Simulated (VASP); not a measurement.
# CdS (F-43m) in VASP: G0W0 quasiparticle levels with PBE

Aim: the G0W0 quasiparticle levels of CdS with PBE.

Everything below comes from runs of VASP 6.6.1. Logs are shortened: lines on timing, memory, paths and dates and some standing lists are left out, and cuts for length are marked.

**1. The cell of the first run**

It takes space group F-43m (No. 216, cubic). The conventional cell has a = 5.878 Å, b = 5.878 Å, c = 5.878 Å, α = 90.00°, β = 90.00°, γ = 90.00°. Cd (site symmetry -43m) has 4 S at 2.55 Å within 3.4 Å. S (site symmetry -43m) has 4 Cd at 2.55 Å within 3.4 Å.

**2. G0W0 quasiparticle levels, PBE**

POSCAR reads:

```
CdS
1.0
    0.0000000000      2.9392138876      2.9392138876
    2.9392138876      0.0000000000      2.9392138876
    2.9392138876      2.9392138876      0.0000000000
Cd S
1 1
Direct
    0.0000000000      0.0000000000      0.0000000000
    0.2500000000      0.2500000000      0.2500000000
```

INCAR.step1 reads:

```
ALGO = Normal ; EDIFF = 1E-8
ENCUT = 500 ; GGA = PE
ISMEAR = 0 ; LASPH = True
LCHARG = False ; LREAL = False
LWAVE = True ; NELM = 80
PREC = Accurate ; SIGMA = 0.01
```

INCAR.step2 reads:

```
ALGO = Exact ; EDIFF = 1E-8
ENCUT = 500 ; GGA = PE
ISMEAR = 0 ; ISTART = 1
LASPH = True ; LCHARG = False
LOPTICS = True ; LREAL = False
LWAVE = True ; NBANDS = 220
NELM = 1 ; PREC = Accurate
SIGMA = 0.01
```

INCAR.step3 reads:

```
ALGO = EVGW0 ; EDIFF = 1E-8
ENCUT = 500 ; ENCUTGW = 150.0
GGA = PE ; ISMEAR = 0
ISTART = 1 ; LASPH = True
LCHARG = False ; LREAL = False
LWAVE = False ; NBANDS = 220
NBANDSGW = 17 ; NELMGW = 1
NOMEGA = 96 ; OMEGAMAX = 20
PREC = Accurate ; PRECFOCK = Fast
SIGMA = 0.01
```

KPOINTS reads:

```
k-points
0
Gamma
  4 4 4
```

Potentials or basis: VASP PAW PBE potentials, release 64 (Cd_GW, S_GW).

On the command line:

```bash
$ cat potpaw_PBE.64/Cd_GW/POTCAR potpaw_PBE.64/S_GW/POTCAR > POTCAR
$ cp INCAR.step1 INCAR
$ mpirun -np 1 vasp_std > vasp.out
$ cp INCAR.step2 INCAR
$ mpirun -np 1 vasp_std > vasp.out
$ cp INCAR.step3 INCAR
$ mpirun -np 1 vasp_std > vasp.out
```

OUTCAR:

```text
EDIFF = 1E-8
   ENCUT = 500
   ENCUTGW = 150.0
   GGA = PE
   ISMEAR = 0
   ISTART = 1
   LASPH = True
   LREAL = False
   NELMGW = 1
   PREC = Accurate
   PRECFOCK = Fast

 ion  position               nearest neighbor table
   1  0.000  0.000  0.000-   2 2.55   2 2.55   2 2.55   2 2.55
   2  0.250  0.250  0.250-   1 2.55   1 2.55   1 2.55   1 2.55

  LATTYP: Found a face centered cubic cell.
 ALAT       =     5.8784277752

  Lattice vectors:

 A1 = (   0.0000000000,   2.9392138876,   2.9392138876)
 A2 = (   2.9392138876,   0.0000000000,   2.9392138876)
 A3 = (   2.9392138876,   2.9392138876,   0.0000000000)

Analysis of symmetry for initial positions (statically):
=====================================================================
 Subroutine PRICEL returns:
 Original cell was already a primitive cell.

 Routine SETGRP: Setting up the symmetry group for a
 face centered cubic supercell.

 Subroutine GETGRP returns: Found 24 space group operations
 (whereof 24 operations were pure point group operations)
 out of a pool of 48 trial point group operations.

The static configuration has the point symmetry T_d .

Analysis of symmetry for dynamics (positions and initial velocities):
=====================================================================
 Subroutine PRICEL returns:
 Original cell was already a primitive cell.

 Routine SETGRP: Setting up the symmetry group for a
 face centered cubic supercell.

 Subroutine GETGRP returns: Found 24 space group operations
 (whereof 24 operations were pure point group operations)
 out of a pool of 48 trial point group operations.

The dynamic configuration has the point symmetry T_d .

 Subroutine INISYM returns: Found 24 space group operations
 (whereof 24 operations are pure point group operations),
 and found     1 'primitive' translations

----------------------------------------------------------------------------------------

                                     Primitive cell

  volume of cell :      50.7836

  direct lattice vectors                    reciprocal lattice vectors
     0.000000000  2.939213888  2.939213888    -0.170113513  0.170113513  0.170113513
     2.939213888  0.000000000  2.939213888     0.170113513 -0.170113513  0.170113513
     2.939213888  2.939213888  0.000000000     0.170113513  0.170113513 -0.170113513

  length of vectors
     4.156676143  4.156676143  4.156676143     0.294645248  0.294645248  0.294645248

  position of ions in fractional coordinates (direct lattice)
     0.000000000  0.000000000  0.000000000
     0.250000000  0.250000000  0.250000000

  ion indices of the primitive-cell ions
   primitive index   ion index
                 1           1
                 2           2

----------------------------------------------------------------------------------------

 KPOINTS: k-points

Automatic generation of k-mesh.
 Grid dimensions read from file:
 generate k-points for:    4    4    4

 Generating k-lattice:

  Cartesian coordinates                     Fractional coordinates (reciprocal lattice)
    -0.042528378  0.042528378  0.042528378     0.250000000  0.000000000  0.000000000
     0.042528378 -0.042528378  0.042528378     0.000000000  0.250000000  0.000000000
     0.042528378  0.042528378 -0.042528378     0.000000000  0.000000000  0.250000000

  Length of vectors
     0.073661312  0.073661312  0.073661312

  Shift w.r.t. Gamma in fractional coordinates (k-lattice)
     0.000000000  0.000000000  0.000000000

 Subroutine IBZKPT returns following result:
 ===========================================

 Found      8 irreducible k-points:

 Following reciprocal coordinates:
            Coordinates               Weight
  0.000000  0.000000  0.000000      1.000000
  0.250000  0.000000  0.000000      8.000000
  0.500000  0.000000  0.000000      4.000000
  0.250000  0.250000  0.000000      6.000000
  0.500000  0.250000  0.000000     24.000000
 -0.250000  0.250000  0.000000     12.000000
  0.500000  0.500000  0.000000      3.000000
 -0.250000  0.500000  0.250000      6.000000
   k-points           NKPTS =      8   k-points in BZ     NKDIM =     64   number of bands    NBANDS=    220
   number of dos      NEDOS =    301   number of ions     NIONS =      2
   total plane-waves  NPLWV =  27000
   dimension x,y,z NGX =    30 NGY =   30 NGZ =   30
   dimension x,y,z NGXF=    60 NGYF=   60 NGZF=   60
   ions per type =               1   1
   NGX,Y,Z   is equivalent  to a cutoff of  12.00, 12.00, 12.00 a.u.
   NGXF,Y,Z  is equivalent  to a cutoff of  24.00, 24.00, 24.00 a.u.
 SYSTEM =  unknown system
   PREC   = accura    normal or accurate (medium, high low for compatibility)
   ISTART =      1    job   : 0-new  1-cont  2-samecut
   ICHARG =      0    charge: 1-file 2-atom 10-const
   ISPIN  =      1    spin polarized calculation?
   LNONCOLLINEAR =      F non collinear calculations
   LSORBIT =      F    spin-orbit coupling
   LASPH  =      T    aspherical Exc in radial PAW
   ENCUT  =  500.0 eV  36.75 Ry    6.06 a.u.   7.58  7.58  7.58*2*pi/ulx,y,z
   NELM   =     60;   NELMIN=  2; NELMDL=  0     # of ELM steps
   EDIFF  = 0.1E-07   stopping-criterion for ELM
   LREAL  =      F    real-space projection
   EDIFFG = 0.1E-06   stopping-criterion for IOM
   NSW    =      0    number of steps for IOM
   IBRION =     -1    ionic relax: 0-MD 1-quasi-New 2-CG
   NFREE  =      0    steps in history (QN), initial steepest desc. (CG)
   ISIF   =      0    stress and relaxation
   ISYM   =      3    0-nonsym 1-usesym 2-fastsym
   POTIM  = 0.5000    time-step for ionic-motion
   TEBEG  =    0.0;   TEEND  =   0.0 temperature during run
   PSTRESS=    0.0 pullay stress
   NELECT =      18.0000    total number of electrons
   NUPDOWN=      -1.0000    fix difference up-down
   EMIN   =  10.00;   EMAX   =-10.00  energy-range for DOS
   EFERMI =   0.00;   METHOD = LEGACY
   ISMEAR =     0;   SIGMA  =   0.01  broadening in eV -4-tet -1-fermi 0-gaus
   EFERMI_NEDOS =   21; number of points for ismear=-14 and -15
   IALGO  =     38    algorithm
   IMIX   =      4    mixing-type and parameters
     AMIX     =   0.40;   BMIX     =  1.00
     AMIX_MAG =   1.60;   BMIX_MAG =  1.00
  volume/ion in A,a.u.               =      25.39       171.35
  Fermi-wavevector in a.u.,A,eV,Ry     =   1.158576  2.189391 18.263073  1.342298
  Thomas-Fermi vector in A             =   2.295177
   LORBIT       =      0    0 simple, 1 ext, 2 COOP (PROOUT), +10 PAW based schemes
   GGA     = PE    functional components
   LHFCALC =     T    Hartree Fock is set to
   PRECFOCK=fast      Normal, Fast or Accurate (Low or Medium for compatibility)
   ENCUT4O =  -1.0   cutoff for four orbital integrals eV
   NKREDX  =     1    reduce k-point grid by
   NKREDY  =     1    reduce k-point grid by
   NKREDZ  =     1    reduce k-point grid by
   AEXX    =    1.0000 exact exchange contribution
   HFSCREEN=    0.0000 screening length (either q_TF or 0.3 A-1)
   HFSCREENC=   0.0000 screening length for correlation (either q_TF or 0.3 A-1)
   ENCUTFOCK=  -1.0 apply spherical cutoff to Coloumb kernel
   IVDW    =     0    specifies the selected vdW correction
   LEPSILON=     F    determine dielectric tensor
   LRPA    =     F    only Hartree local field effects (RPA)
   LRPAFORCE           =     F    calculate RPA forces
   ENCUTGW             = 150.0    cutoff for response function in eV
   ENCUTGWSOFT         = 120.0    soft cutoff for Coulomb kernel in GW response function in eV
   ENCUTLF             =  -1.0    cutoff for local field effects
   NELMGW              =     1    number of iterations in solving QP/BSE equation
   NELMHF              =     1    number of iterations in the inner HF iteration
   NKREDLFX            =     1    NKREDLFY  =   1   NKREDLFZ  =   1
 non-spin polarized calculation
 Gauss-broadening in eV      SIGMA  =   0.01
  energy-cutoff  :      500.00
  volume of cell :       50.78
 maximum number of plane-waves:      1308
  NGX = 18; NGY = 18; NGZ = 18
   NGX = 15   NGY = 15   NGZ = 15
 maximum number of plane-waves:       222
 NGX is ok and might be reduce to    18

 QP shifts <psi_nk| G(iteration)W_0 |psi_nk>: iteration 1
 for sc-GW calculations column KS-energies equals QP-energies in previous step
 and V_xc(KS)=  KS-energies - (<T + V_ion + V_H > + <T+V_H+V_ion>^1  + <V_x>^1)

 k-point   1 :       0.0000    0.0000    0.0000
  band No.  KS-energies  QP-energies   sigma(KS)   V_xc(KS)     V^pw_x(r,r')   Z            occupation Imag(sigma)

      1      -9.7791     -10.1839     -13.6771     -12.9949     -20.8866       0.5934       2.0000       0.9872
      2      -5.2186      -7.0402     -17.8210     -15.1752     -22.9271       0.6885       2.0000       0.1520
      3      -5.2186      -7.0402     -17.8210     -15.1752     -22.9271       0.6885       2.0000       0.1520
      4      -5.2186      -7.0402     -17.8210     -15.1752     -22.9271       0.6885       2.0000       0.1520
      5      -4.7723      -6.7322     -18.2926     -15.4968     -23.2438       0.7010       2.0000       0.0930
      6      -4.7723      -6.7322     -18.2926     -15.4968     -23.2438       0.7010       2.0000       0.0930
[... 9 lines left out ...]
     16      13.7878      14.1526     -10.1192     -10.6201      -4.8788       0.7283       0.0000      -0.2582
     17      15.6508      15.4831      -7.3813      -7.1538      -2.0864       0.7373       0.0000      -0.4408

 k-point   2 :       0.2500    0.0000    0.0000
  band No.  KS-energies  QP-energies   sigma(KS)   V_xc(KS)     V^pw_x(r,r')   Z            occupation Imag(sigma)

      1      -9.5759     -10.0206     -13.9767     -13.2568     -21.0998       0.6177       2.0000       0.9823
      2      -5.1519      -6.9837     -17.8934     -15.2342     -22.9878       0.6889       2.0000       0.1480
      3      -5.1519      -6.9837     -17.8934     -15.2342     -22.9878       0.6889       2.0000       0.1480
      4      -4.9794      -6.7769     -17.6253     -15.0288     -22.6565       0.6923       2.0000       0.1613
      5      -4.7681      -6.7319     -18.2922     -15.4983     -23.2495       0.7029       2.0000       0.0946
      6      -4.7681      -6.7319     -18.2922     -15.4983     -23.2495       0.7029       2.0000       0.0946
[... 9 lines left out ...]
     16      13.6768      13.4667      -7.2115      -6.9299      -2.0874       0.7460       0.0000      -0.3150
     17      17.2625      17.2835      -8.4294      -8.4573      -2.6212       0.7537       0.0000      -0.6149

 k-point   3 :       0.5000    0.0000    0.0000
  band No.  KS-energies  QP-energies   sigma(KS)   V_xc(KS)     V^pw_x(r,r')   Z            occupation Imag(sigma)
[... 85 lines left out ...]
      1      -9.2474      -9.7671     -14.5399     -13.7434     -21.5327       0.6525       2.0000       0.9452
      2      -5.0131      -6.8879     -17.6815     -14.9894     -22.6348       0.6964       2.0000       0.1320
      3      -4.8929      -6.7867     -18.2417     -15.5244     -23.3081       0.6970       2.0000       0.1336
      4      -4.8929      -6.7867     -18.2417     -15.5244     -23.3081       0.6970       2.0000       0.1336
      5      -4.6913      -6.6665     -18.3922     -15.5882     -23.3577       0.7044       2.0000       0.0918
      6      -4.3473      -6.1473     -17.9265     -15.3583     -22.8848       0.7009       2.0000       0.1396
[... 9 lines left out ...]
     16      15.6272      15.9939     -10.3830     -10.8826      -4.6791       0.7339       0.0000      -0.4426
     17      15.6272      15.9939     -10.3830     -10.8826      -4.6791       0.7339       0.0000      -0.4426

 k-point   8 :      -0.2500    0.5000    0.2500
  band No.  KS-energies  QP-energies   sigma(KS)   V_xc(KS)     V^pw_x(r,r')   Z            occupation Imag(sigma)

      1      -9.2489      -9.7589     -14.5303     -13.7428     -21.5350       0.6477       2.0000       0.9400
      2      -4.9986      -6.8628     -17.9040     -15.2209     -22.9302       0.6948       2.0000       0.1392
      3      -4.9838      -6.8796     -18.1240     -15.4035     -23.1894       0.6969       2.0000       0.1337
      4      -4.8084      -6.7578     -18.2845     -15.5074     -23.2796       0.7020       2.0000       0.1093
      5      -4.7639      -6.7141     -18.2365     -15.4577     -23.1981       0.7018       2.0000       0.1000
      6      -4.1768      -5.9867     -18.2441     -15.6628     -23.2110       0.7012       2.0000       0.1331
[... 9 lines left out ...]
     16      15.4700      15.9343     -10.9852     -11.6222      -5.1018       0.7288       0.0000      -0.4876
     17      15.6185      16.0223     -10.1052     -10.6577      -4.2570       0.7308       0.0000      -0.4564
```

Wall time 4 min (1 thread of Intel Xeon 6975P-C (Granite Rapids), shared host); peak memory 0.64 GiB.

What came out:

```
Quasiparticle gap                                   : 1.85 eV
Least direct quasiparticle gap                      : 1.85 eV
Band gap of the starting levels on the mesh         : 1.08 eV
Least direct gap of the starting levels on the mesh : 1.08 eV
```

Caveat: the k points lie up to 0.46 Å⁻¹ apart; bands, screening cutoff and mesh are small and nothing is extrapolated, so the quasiparticle values aren't converged.
